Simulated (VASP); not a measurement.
A run of VASP 6.6.1 is set up as follows.

Contents of INCAR:

```
SYSTEM = TiAl16
ALGO     = Normal         ! electronic algorithm
EDIFF    = 1E-6           ! SCF threshold, eV
ENCUT    = 520            ! plane-wave cutoff, eV
GGA      = CA             ! functional
ISIF     = 2              ! what is computed and relaxed
ISMEAR   = 0              ! smearing method
LASPH    = .True.         ! aspherical terms in the spheres
LCHARG   = .False.        ! write CHGCAR
LREAL    = Auto         
LWAVE    = .False.        ! write WAVECAR
NBANDS   = 44             ! bands
NELM     = 60             ! most SCF steps
PREC     = Accurate       ! precision mode
SIGMA    = 0.1            ! smearing width, eV
```

File KPOINTS:

```
k-points
0
Gamma
  2 3 1
  0 0 0
```

POSCAR

```
TiAl16
1.0
    8.1000000000      0.0000000000      0.0000000000
    0.0000000000      5.7275650000      0.0000000000
    0.0000000000      0.0000000000     16.2956740000
Al Ti
16 1
Direct
    0.2500000000      0.2499999564      0.0613659797
    0.7500000000      0.2499999564      0.0613659797
    0.2500000000      0.7500000436      0.0613659797
    0.7500000000      0.7500000436      0.0613659797
    0.0042225926     -0.0117058471      0.1393793224
    0.4957955556     -0.0115403317      0.1393641650
   -0.0025970370      0.4980921212      0.1338749781
    0.5025608642      0.4982860954      0.1338719098
    0.2500649383      0.2275609269      0.2166543096
    0.7499219753      0.2559539700      0.2243456147
    0.2498886420      0.7144007968      0.2289585567
    0.7499687654      0.7825185746      0.2302171730
    0.0222006173      0.0266361010      0.3101588188
    0.4776282716      0.0263597183      0.3101867404
   -0.0210525926      0.5168744484      0.3006708406
    0.5208281481      0.5166715699      0.3005984901
    0.2499386420      1.3657467004      0.3643380446
```

Potentials or basis: VASP PAW LDA potentials, release 64 (Al, Ti_sv).

Command:

```sh
$ cat potpaw_LDA.64/Al/POTCAR potpaw_LDA.64/Ti_sv/POTCAR > POTCAR
$ mpirun -np 1 vasp_std > vasp.out
```

Problem. Estimate the largest force.

Solution. 0.516 eV/Å.

Problem. Estimate the band gap on the k mesh.

Solution. 0.05 eV, indirect (least direct gap 0.20 eV).

Forces on the atoms (eV/Å):
```
Al   0.000  0.006 -0.516
Al  -0.001 -0.094 -0.063
Al   0.000 -0.109  0.326
Al   0.000  0.191  0.207
Al   0.002 -0.004 -0.004
Al  -0.002 -0.005 -0.004
Al   0.004  0.008  0.000
Al  -0.003  0.007 -0.002
Al  -0.003  0.002  0.000
Al   0.001 -0.011  0.013
Al   0.000  0.016 -0.010
Al  -0.002  0.004  0.006
Al  -0.005 -0.012  0.001
Al   0.006 -0.010  0.002
Al  -0.008  0.006  0.005
Al   0.011  0.009  0.007
Ti   0.001 -0.006  0.032
```
